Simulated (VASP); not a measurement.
Crystal: Se.

```
CELL_PARAMETERS angstrom
4.36620 0.00000 0.00000
-2.18310 3.78124 0.00000
0.00000 0.00000 4.95360
ATOMIC_POSITIONS crystal
Se 0.22540 0.00000 0.83333
Se 0.00000 0.22540 0.16667
Se 0.77460 0.77460 0.50000
```

```yaml
Program: VASP 6.6.1
Task: relaxation of cell and atoms
Functional: PBE
Potentials_or_basis: VASP PAW PBE potentials, release 64 (Se)
Cutoff: 600 eV
k_mesh: 6 × 6 × 4
Occupations: gaussian, width 0.05 eV
Spin: no spin polarisation
```

At the start: pressure 2.9 GPa; volume 27.26 Å³/atom.

Q: Where does the relaxation end?

A: Over 14 steps the energy falls by 13.5 meV/atom and the volume is 29.82 Å³/atom (+9.4 %); space group P3_121 (No. 152, to 0.05 Å).

Step by step:
```csv
step,energy change (eV),largest force (eV/Å),pressure (GPa),volume (Å³)
1,0.0000,0.4344,2.91,81.78
2,-0.0048,0.5175,-2.12,87.79
3,-0.0352,0.0948,0.11,84.79
4,-0.0352,0.0856,0.15,84.73
5,-0.0365,0.0657,0.13,85.01
6,-0.0380,0.0065,0.08,85.81
7,-0.0385,0.0174,0.02,86.18
8,-0.0393,0.0506,-0.18,87.29
9,-0.0390,0.1139,-0.51,89.52
10,-0.0395,0.0731,-0.32,88.14
11,-0.0396,0.0698,-0.29,88.20
12,-0.0400,0.0577,-0.25,88.38
13,-0.0404,0.0337,-0.14,88.75
14,-0.0406,0.0177,0.07,89.47
```

Final structure:
```xyz
3
Lattice="4.5265 0.0000 0.0000 -2.2632 3.9201 0.0000 0.0000 0.0000 5.0422" Properties=species:S:1:pos:R:3 pbc="T T T"
Se    0.9902    0.0000    4.2019
Se   -0.4951    0.8576    0.8404
Se    1.7681    3.0625    2.5211
```
